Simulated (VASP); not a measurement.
**BN: single point with PBE**

The system is BN.

```
B N
1.0
     2.63712    0.00000    0.00000
    -1.31856    2.28382    0.00000
     0.00000    0.00000    4.36045
B N
2 2
Direct
  0.33333 0.66667 0.31229
  0.66667 0.33333 0.81229
  0.66667 0.33333 0.18771
  0.33333 0.66667 0.68771
```

This cell differs from its parent crystal: volume scaled by 1.10, then relaxed in part.

```
Program             : VASP 6.6.1
Task                : single point
Functional          : PBE
Potentials or basis : VASP PAW PBE potentials, release 64 (B, N)
Cutoff              : 520 eV
k mesh              : 12 × 12 × 6
Occupations         : gaussian, width 0.02 eV
Spin                : no spin polarisation
```

```
Pressure               : -29.7 GPa
Band gap on the k mesh : 5.38 eV, indirect (least direct gap 7.76 eV)
```

Levels at points of the mesh, in eV from the valence-band top:
```csv
k point,band 4,band 5,band 6,band 7,band 8,band 9,band 10,band 11,band 12,band 13
"(0.00, 0.00, 0.00)",-1.90,-1.90,-0.18,0.00,0.00,7.91,7.96,7.96,8.29,9.32
"(0.50, 0.00, 0.00)",-7.21,-6.29,-4.47,-3.87,-1.91,6.34,7.66,10.11,10.36,11.90
"(0.00, 0.00, 0.50)",-5.25,-1.05,-1.05,-1.05,-1.05,8.52,8.52,9.38,9.38,9.38
"(0.50, 0.00, 0.50)",-9.17,-3.38,-3.38,-3.20,-3.20,6.20,6.20,9.32,9.32,13.29
```

It took 30 s on 1 thread of Intel(R) Xeon(R) Platinum 8488C (Sapphire Rapids) (shared host), peak memory 0.15 GiB.

 A k mesh can miss the band edges.
